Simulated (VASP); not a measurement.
# CdSe in VASP: a series of runs, part 2 of 2

VASP 6.6.1. The steps go on from the part before.

### Step 4. Single point, PBE (equal xy, yz and zx shear strains of -1 %)

File INCAR:

```
ALGO = Normal
EDIFF = 1E-6
ENCUT = 520
GGA = PE
ISIF = 2
ISMEAR = -1
LASPH = T
LCHARG = F
LREAL = F
LWAVE = F
NBANDS = 16
NELM = 60
PREC = Accurate
SIGMA = 0.03
```

File KPOINTS:

```
k-points
0
Gamma
  8 8 8
```

File POSCAR:

```
CdSe
1.0
   -0.0307027120      3.0549198426      3.0549198426
    3.0549198426     -0.0307027120      3.0549198426
    3.0549198426      3.0549198426     -0.0307027120
Cd Se
1 1
Direct
    0.0000000000      0.0000000000      0.0000000000
    0.2500000000      0.2500000000      0.2500000000
```

Potentials or basis: VASP PAW PBE potentials, release 64 (Cd, Se).

Launch:

```bash
$ cat potpaw_PBE.64/Cd/POTCAR potpaw_PBE.64/Se/POTCAR > POTCAR
$ mpirun -np 1 vasp_std > vasp.out
```

OUTCAR:

```text
EDIFF = 1E-6
   ENCUT = 520
   GGA = PE
   ISIF = 2
   ISMEAR = -1
   LASPH = T
   LREAL = F
   NELM = 60
   PREC = Accurate

 ion  position               nearest neighbor table
   1  0.000  0.000  0.000-   2 2.63   2 2.67   2 2.67   2 2.67
   2  0.250  0.250  0.250-   1 2.63   1 2.67   1 2.67   1 2.67

  LATTYP: Found a trigonal (rhomboedric) cell.
 ALAT       =     4.3204181679
 COS(alpha) =     0.4899250057

  Lattice vectors:
[... 639 lines left out ...]
     16      12.2807      0.00000

 [... further k-points ...]

------------------------ aborting loop because EDIFF is reached ----------------------------------------

  FORCE on cell =-STRESS in cart. coord.  units (eV):
  Direction    XX          YY          ZZ          XY          YZ          ZX
  --------------------------------------------------------------------------------------
  -------------------------------------------------------------------------------------
  Total        0.5761856      0.5761856      0.5761856      0.1607150      0.1607150      0.1607150
  in kB       15.9494392     15.9494392     15.9494392      4.4487653      4.4487653      4.4487653
  external PRESSURE =      15.9494392 kB  Pullay stress =       0.0000000 kB

 VOLUME and BASIS-vectors are now :
 -----------------------------------------------------------------------------
  energy-cutoff  :      520.00
  volume of cell :       57.88
      direct lattice vectors                 reciprocal lattice vectors
    -0.030702712  3.054919843  3.054919843    -0.161223461  0.162860247  0.162860247
     3.054919843 -0.030702712  3.054919843     0.162860247 -0.161223461  0.162860247
     3.054919843  3.054919843 -0.030702712     0.162860247  0.162860247 -0.161223461

 POSITION                                       TOTAL-FORCE (eV/Angst)
 -----------------------------------------------------------------------------------
      0.00000      0.00000      0.00000        -0.064239     -0.064239     -0.064239
      1.51978      1.51978      1.51978         0.064239      0.064239      0.064239
 -----------------------------------------------------------------------------------
    total drift:                               -0.000023     -0.000023     -0.000023

  FREE ENERGIE OF THE ION-ELECTRON SYSTEM (eV)
  ---------------------------------------------------
  free  energy   TOTEN  =        -5.4880244896 eV

  energy  without entropy=       -5.4880240057  energy(sigma->0) =       -5.48802425
```

OSZICAR:

```text
N       E                     dE             d eps       ncg     rms          rms(c)
DAV:   1     0.107603509410E+03    0.10760E+03   -0.86853E+03  2104   0.100E+03
DAV:   2    -0.176135979444E+01   -0.10936E+03   -0.10327E+03  2536   0.247E+02
DAV:   3    -0.585048144933E+01   -0.40891E+01   -0.40828E+01  2464   0.500E+01
DAV:   4    -0.586760713941E+01   -0.17126E-01   -0.17125E-01  2648   0.326E+00
DAV:   5    -0.586771665704E+01   -0.10952E-03   -0.10952E-03  2496   0.225E-01    0.587E+00
DAV:   6    -0.550816268139E+01    0.35955E+00   -0.54882E-01  3168   0.868E+00    0.468E+00
DAV:   7    -0.548679311733E+01    0.21370E-01   -0.14082E-01  2456   0.249E+00    0.204E+00
DAV:   8    -0.548771127204E+01   -0.91815E-03   -0.13022E-02  2328   0.137E+00    0.245E-01
DAV:   9    -0.548790539086E+01   -0.19412E-03   -0.13832E-03  2528   0.471E-01    0.465E-02
DAV:  10    -0.548797465215E+01   -0.69261E-04   -0.15334E-04  2592   0.152E-01    0.435E-02
DAV:  11    -0.548802473201E+01   -0.50080E-04   -0.81862E-05  2544   0.570E-02    0.166E-02
DAV:  12    -0.548802448960E+01    0.24242E-06   -0.19050E-06  2264   0.164E-02
   1 F= -.54880245E+01 E0= -.54880242E+01  d E =-.483906E-06
```

It took 67 s on 1 thread of Intel Xeon 8259CL, shared host; peak memory 0.22 GiB.

Results:

- Free energy: -5.4880 eV
- Pressure: 1.6 GPa
- Largest force: 0.111 eV/Å
- Band gap on the k mesh: 0.53 eV

Forces in eV/Å, atoms in the order of the input:
```
Cd  -0.064 -0.064 -0.064
Se   0.064  0.064  0.064
```

Caveat: the cell differs from its parent crystal (equal xy, yz and zx shear strains of -1 %).

### Step 5. Single point, PBE (equal xy, yz and zx shear strains of +2 %)

File INCAR:

```
PREC = Accurate ; ENCUT = 520
EDIFF = 1E-7 ; ISMEAR = -1
SIGMA = 0.03 ; LREAL = False
LASPH = True ; NELM = 60
ALGO = Normal ; ISIF = 2
LWAVE = False ; LCHARG = False
GGA = PE ; NBANDS = 16
```

File KPOINTS:

```
Automatic mesh
0
Gamma
  8 8 8
```

File POSCAR:

```
CdSe
1.0
    0.0614054240      3.1009739106      3.1009739106
    3.1009739106      0.0614054240      3.1009739106
    3.1009739106      3.1009739106      0.0614054240
Cd Se
1 1
Direct
    0.0000000000      0.0000000000      0.0000000000
    0.2500000000      0.2500000000      0.2500000000
```

Launch:

```bash
$ cat potpaw_PBE.64/Cd/POTCAR potpaw_PBE.64/Se/POTCAR > POTCAR
$ mpirun -np 1 vasp_std > vasp.out
```

Wall time 2 min (1 thread of Intel Xeon 8259CL, shared host); peak memory 0.24 GiB.

It converged, with:

- Free energy: -5.4813 eV
- Pressure: 1.7 GPa
- Largest force: 0.189 eV/Å
- Band gap on the k mesh: 0.53 eV

Forces on the atoms (eV/Å):
```
Cd   0.109  0.109  0.109
Se  -0.109 -0.109 -0.109
```

Stress tensor (GPa, compression positive):
```
 1.65 -0.82 -0.82
-0.82  1.65 -0.82
-0.82 -0.82  1.65
```

Levels at points of the mesh, in eV from the valence-band top:
| k point | band 5 | band 6 | band 7 | band 8 | band 9 | band 10 | band 11 | band 12 | band 13 | band 14 |
| --- | --- | --- | --- | --- | --- | --- | --- | --- | --- | --- |
| (0.00, 0.00, 0.00) | -7.53 | -7.53 | -0.10 | 0.00 | 0.00 | 0.53 | 5.68 | 6.03 | 6.03 | 9.65 |
| (0.50, 0.00, 0.00) | -7.51 | -7.25 | -4.26 | -0.78 | -0.76 | 2.29 | 6.26 | 6.48 | 7.35 | 9.92 |
| (0.50, 0.50, 0.00) | -7.48 | -7.19 | -3.98 | -1.86 | -1.72 | 3.14 | 3.72 | 8.91 | 10.02 | 10.05 |
| (0.50, 0.50, 0.50) | -7.51 | -7.28 | -4.24 | -0.65 | -0.65 | 2.44 | 6.52 | 6.52 | 7.18 | 10.01 |

Caveat: the cell differs from its parent crystal (equal xy, yz and zx shear strains of +2 %).

### Step 6. The runs side by side

| cell | gap on the mesh (eV) | pressure (GPa) | largest force (eV/Å) |
| --- | --- | --- | --- |
| a = 4.364, b = 4.364, c = 4.385 Å, angles 59.8, 59.8, 60.3°, 2 atoms | 0.49 | 0.6 | - |
| a = 4.278 Å, angles 62.0°, 2 atoms | 0.52 | 1.8 | 0.38 |
| a = 4.320 Å, angles 60.7°, 2 atoms | 0.53 | 1.6 | 0.11 |
| a = 4.386 Å, angles 58.7°, 2 atoms | 0.53 | 1.7 | 0.19 |

Alike in all rows: task single point; level PBE; potentials or basis VASP PAW PBE potentials, release 64 (Cd, Se); no spin polarisation; k mesh 8 × 8 × 8; cutoff (eV) 520; smearing fermi-dirac 0.03 eV.

Total energies depend on the potentials used, so only differences within one code and one set of settings carry meaning.
